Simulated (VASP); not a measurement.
Crystal: SiC5N8.

```
CELL_PARAMETERS angstrom
6.72467 0.00000 0.05289
0.00000 2.49270 0.00000
-3.31672 0.00000 5.65371
ATOMIC_POSITIONS crystal
C 0.57513 0.50000 0.80342
C 0.76651 0.00000 0.60068
C 0.24223 0.50000 0.41213
C 0.17540 0.50000 0.77251
C 0.40211 0.00000 0.18603
Si 0.82980 0.00000 0.22782
N 0.32524 0.50000 0.66082
N 0.65667 0.00000 0.34265
N 0.71137 0.50000 0.68458
N 0.63804 0.00000 0.93960
N 0.02935 0.00000 0.69232
N 0.00368 0.50000 0.28705
N 0.32393 0.00000 0.35362
N 0.32053 0.50000 0.03676
```

Base run:

| Quantity | Value |
| --- | --- |
| Program | VASP 6.6.1 |
| Functional | r2SCAN |
| Potentials or basis | VASP PAW PBE potentials, release 64 (C, Si, N) |
| Cutoff | 520 eV |
| k mesh | 4 × 10 × 4 |
| Occupations | gaussian, width 0.01 eV |
| Spin | no spin polarisation |

Its results: band gap on the k mesh 3.32 eV, indirect (least direct gap 3.43 eV); pressure 0.9 GPa; largest force 0.110 eV/Å.

Question: The run is repeated on the same cell with these changes: functional from r2SCAN to PBE; occupations from gaussian, width 0.01 eV to fermi-dirac, width 0.02 eV. What comes out?

Answer: Band gap on the k mesh 2.81 eV, indirect (least direct gap 3.01 eV); pressure 6.2 GPa; largest force 0.358 eV/Å.

Caveats: the PAW data sets were made with another functional, which shifts forces and pressure a little (some runs).

A k mesh can miss the band edges.
